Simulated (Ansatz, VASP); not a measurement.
# BN: VASP beside Ansatz

Contents of INCAR:

```
  ALGO = Normal
  EDIFF = 1E-6
  ENCUT = 520
  GGA = PE
  ISIF = 2
  ISMEAR = 0
  LASPH = T
  LCHARG = F
  LREAL = F
  LWAVE = F
  NBANDS = 16
  NELM = 80
  PREC = Accurate
  SIGMA = 0.05
```

The input KPOINTS:

```
k-points
0
Gamma
  12 12 6
```

The input POSCAR:

```
BN
1.0
    2.5794789977      0.0000000000      0.0000000000
   -1.2897394989      2.2338943405      0.0000000000
    0.0000000000      0.0000000000      4.2268550000
B N
2 2
Direct
    0.6666666667      0.3333333333      0.9997240000
    0.3333333333      0.6666666667      0.4997240000
    0.6666666667      0.3333333333      0.6252760000
    0.3333333333      0.6666666667      0.1252760000
```

Input for Ansatz:

```yaml
crystal:
  lattice:
    - [2.5794789977, 0.0, 0.0]
    - [-1.2897394989, 2.2338943405, 0.0]
    - [0.0, 0.0, 4.226855]
  atoms:
    - { symbol: B, position: [0.6666666667, 0.3333333333, 0.999724] }
    - { symbol: B, position: [0.3333333333, 0.6666666667, 0.499724] }
    - { symbol: "N", position: [0.6666666667, 0.3333333333, 0.625276] }
    - { symbol: "N", position: [0.3333333333, 0.6666666667, 0.125276] }
basis:
  ecutwfc: 420
kpoints:
  mp_grid: { grid: [12, 12, 6] }
hamiltonian:
  xc: pbe
scf:
  occupations: { method: gaussian, width: 0.05 }
output:
  forces: true
  eigenvalues: true
  stress: true
accuracy: high
```

Alike in both runs: task single point; functional PBE; k mesh 12 × 12 × 6; occupations gaussian, width 0.05 eV; no spin polarisation.

```csv
,VASP,Ansatz
version,VASP 6.6.1,Ansatz 0.2.0
potentials or method,"VASP PAW PBE potentials, release 64 (B, N), cutoff 520 eV","scalar-relativistic, plane waves, PAW"
valence electrons in the cell,16,16
```

Ansatz gave:

```
gap on the k mesh at the Fermi level (eV)                     : 5.27
pressure (GPa)                                                : -7.1
traceless stress, the component that is largest in VASP (GPa) : 5.47
rms of the force components (eV/Å)                            : 0.017
```

Which values does VASP return?

gap on the k mesh at the Fermi level (eV): 5.26; pressure (GPa): -6.9; traceless stress, the component that is largest in VASP (GPa): 5.48; rms of the force components (eV/Å): 0.017.

Atom by atom the forces differ by 0.000 eV/Å (rms over components).
